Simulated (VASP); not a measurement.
**TiAl: single point with LDA**

Crystal: TiAl.

```
CELL_PARAMETERS angstrom
3.17906 0.00000 0.00000
0.00000 3.17906 0.00000
0.00000 0.00000 3.17906
ATOMIC_POSITIONS crystal
Ti 0.00000 0.00000 0.00000
Al 0.50000 0.50000 0.50000
```

* Program: VASP 6.6.1
* Task: single point
* Functional: LDA
* Potentials or basis: VASP PAW LDA potentials, release 64 (Ti_sv, Al)
* Cutoff: 520 eV
* k mesh: 8 × 8 × 8
* Occupations: fermi-dirac, width 0.05 eV
* Spin: no spin polarisation
* Dipole correction: no
* Further INCAR settings: ALGO = Fast; EDIFF = 1e-07; NBANDS = 14

```
Pressure : -5.7 GPa
```

Levels at points of the mesh, in eV from the Fermi level:
```csv
k point,band 4,band 5,band 6,band 7,band 8,band 9,band 10,band 11
"(0.00, 0.00, 0.00)",-32.78,-9.20,-1.41,-1.41,1.75,1.75,1.75,4.42
"(0.50, 0.00, 0.00)",-32.76,-5.97,-5.12,-0.54,0.11,0.11,1.95,2.99
"(0.50, 0.50, 0.00)",-32.74,-5.01,-2.01,-2.01,-1.44,0.67,0.67,2.74
"(0.50, 0.50, 0.50)",-32.91,-3.08,-3.08,-3.08,0.57,2.80,2.80,3.00
```

Run time: 28 s on 1 thread of Intel Xeon 8259CL, on a shared host, peak memory 0.13 GiB.
